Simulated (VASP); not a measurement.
PbO2, 3 atoms in the cell. Symmetry: Fm-3m, No. 225, cubic system. Conventional cell: a = 5.368 Å, b = 5.368 Å, c = 5.368 Å, α = 90.00°, β = 90.00°, γ = 90.00°. Pb (site symmetry m-3m) has 8 O at 2.32 Å within 3.1 Å. Within 3.1 Å of O (site symmetry -43m) lie 4 Pb at 2.32 Å and 6 O at 2.68 Å. 

| Property | Result |
| --- | --- |
| Program | VASP 6.6.1 |
| Task | single point |
| Functional | LDA |
| Potentials or basis | VASP PAW LDA potentials, release 64 (Pb_d, O) |
| Cutoff | 520 eV |
| k mesh | 9 × 9 × 9 |
| Occupations | fermi-dirac, width 0.05 eV |
| Spin | no spin polarisation |
| Dipole correction | no |
| Further INCAR settings | ALGO = Normal; EDIFF = 1e-06; NBANDS = 20 |

Potentials or basis: VASP PAW LDA potentials, release 64 (Pb_d, O).

Run with:

```console
$ cat potpaw_LDA.64/Pb_d/POTCAR potpaw_LDA.64/O/POTCAR > POTCAR
$ mpirun -np 1 vasp_std > vasp.out
```

Hardware: 1 thread of Intel(R) Xeon(R) Platinum 8559C (Emerald Rapids) (shared host).

**Question.** Estimate the wall time of this run.

**Answer.** Wall time 13 s on 1 thread of Intel(R) Xeon(R) Platinum 8559C (Emerald Rapids), on a shared host, peak memory 0.16 GiB. Counts: scf iterations 13, k points 35.
